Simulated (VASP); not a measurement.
# Y3Ge6S: single point with PBE

The system is Y3Ge6S.

```
Y Ge S
1.0
     0.00000    4.98924    4.98924
     4.98924    0.00000    4.98924
     4.98924    4.98924    0.00000
Y Ge S
3 6 1
Direct
  0.50000 0.50000 0.50000
  0.25000 0.25000 0.25000
  0.75000 0.75000 0.75000
  0.76776 0.23224 0.23224
  0.23224 0.76776 0.76776
  0.23224 0.76776 0.23224
  0.76776 0.23224 0.76776
  0.23224 0.23224 0.76776
  0.76776 0.76776 0.23224
  0.00000 0.00000 0.00000
```

The cell was built from a structure type or drawn by symmetry, and may not be a known phase.

| Item | Value |
| --- | --- |
| Program | VASP 6.6.1 |
| Task | single point |
| Functional | PBE |
| Potentials or basis | VASP PAW PBE potentials, release 64 (Y_sv, Ge_d, S) |
| Cutoff | 520 eV |
| k mesh | 4 × 4 × 4 |
| Occupations | gaussian, width 0.1 eV |
| Spin | no spin polarisation |

```json
{
  "Pressure": "0.0 GPa",
  "Largest force": "0.009 eV/Å",
  "Band gap on the k mesh": "zero (an odd number of electrons rules out a gap without spin polarisation)"
}
```

Forces on the atoms (eV/Å):
```
Y    0.000  0.000  0.000
Y    0.000  0.000  0.000
Y    0.000  0.000  0.000
Ge   0.009  0.000  0.000
Ge  -0.009  0.000  0.000
Ge   0.000  0.009  0.000
Ge   0.000 -0.009  0.000
Ge   0.000  0.000  0.009
Ge   0.000  0.000 -0.009
S    0.000  0.000  0.000
```

Levels at points of the mesh, in eV from the Fermi level:
| k point | band 57 | band 58 | band 59 | band 60 | band 61 | band 62 | band 63 | band 64 | band 65 | band 66 |
| --- | --- | --- | --- | --- | --- | --- | --- | --- | --- | --- |
| (0.00, 0.00, 0.00) | -0.08 | -0.08 | 0.05 | 0.05 | 0.05 | 0.74 | 1.00 | 1.00 | 1.00 | 1.19 |
| (0.50, 0.00, 0.00) | -1.98 | -1.98 | -0.19 | -0.19 | 0.45 | 0.45 | 1.23 | 1.60 | 1.60 | 1.77 |
| (0.50, 0.50, 0.00) | -1.20 | -1.00 | -1.00 | -0.92 | -0.39 | -0.39 | -0.26 | -0.26 | -0.13 | 0.00 |

Run time: 11 min on 1 thread of Intel Xeon 8259CL, with other jobs on the host, peak memory 0.47 GiB.
